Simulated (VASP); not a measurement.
Here is a VASP 6.6.1 calculation.

The input INCAR:

```
SYSTEM = Co
ALGO = Normal
EDIFF = 1E-7
ENCUT = 520
GGA = PE
ISIF = 2
ISMEAR = -1
ISPIN = 2
ISYM = 0
LASPH = .True.
LCHARG = .True.
LELF = .True.
LMAXMIX = 4
LORBIT = 11
LREAL = .False.
LVHAR = .True.
LWAVE = .False.
MAGMOM = 0.3 0.3
NBANDS = 20
NELM = 150
PREC = Accurate
SIGMA = 0.1
```

File KPOINTS:

```
k-points
0
Gamma
  11 11 6
  0 0 0
```

File POSCAR:

```
Co
1.0
    2.5053999800      0.0000000000      0.0000000000
   -1.2526999900      2.1697400300      0.0000000000
    0.0000000000      0.0000000000      4.0893000000
Co
2
Direct
    0.3333333300      0.6666666700      0.2500000000
    0.6666666700      0.3333333300      0.7500000000
```

Potentials or basis: VASP PAW PBE potentials, release 64 (Co).

The run is started by

```bash
$ cat potpaw_PBE.64/Co/POTCAR > POTCAR
$ mpirun -np 1 vasp_std > vasp.out
```

(1) Predict the pressure.

(2) Estimate the net moment.

(3) Predict the band gap on the k mesh.

Results:

(1) -15.1 GPa.

(2) 0.00 μB per cell.

(3) zero (filled and empty bands overlap).

Caveat: the cell stands under tension.
